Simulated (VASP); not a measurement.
Runs of VASP 6.6.1 on Te2Mo. The structure is that of space group P6_3/mmc (No. 194), or close to it. The cells are those of the table. 

```csv
task,level,spin,cell,cutoff (eV),gap on the mesh (eV),pressure (GPa),relaxed volume (Å³/atom),largest force (eV/Å)
relaxation of cell and atoms,r2SCAN+D4,off,"relaxed from a = 3.518, b = 3.518, c = 13.974 Å, angles 90.0, 90.0, 120.0°, 6 atoms",600,0.98,0.0,25.91,-
relaxation of cell and atoms,r2SCAN,off,"relaxed to 5 GPa from a = 3.518, b = 3.518, c = 13.974 Å, angles 90.0, 90.0, 120.0°, 6 atoms",600,0.73,5.0,-,0.01
relaxation of cell and atoms,r2SCAN+rVV10,off,"relaxed from a = 3.518, b = 3.518, c = 13.974 Å, angles 90.0, 90.0, 120.0°, 6 atoms",600,(a),0.0,(b),-
single point,PBE,"non-collinear, zero start, SOC","a = 3.446, b = 3.446, c = 13.688 Å, angles 90.0, 90.0, 120.0°, 6 atoms",520,-,10.5,-,1.15
```

Alike in all rows: potentials or basis VASP PAW PBE potentials, release 64 (Te, Mo_sv); k mesh 9 × 9 × 2; smearing fermi-dirac 0.05 eV.

Task: Estimate the missing entries.

Result: (a) 0.94; (b) 25.82.

Caveats: the PAW data sets were made with another functional, which shifts forces and pressure a little (at least some runs); spin-orbit coupling is left out, which moves the levels of the heavy elements (at least some runs); the cell is relaxed towards a set pressure, so the run minimises the enthalpy, not the energy (at least some runs); the cell stands under pressure (at least some runs); this functional lacks dispersion, which binds layers or chains, so the pressure and a relaxed spacing across them are unreliable (at least some runs); forces of over 1 eV/Å act on the atoms, so gaps and moduli don't describe the material at rest (at least some runs).

A k mesh can miss the band edges, and rows without SOC leave out spin-orbit coupling on Mo, Te.
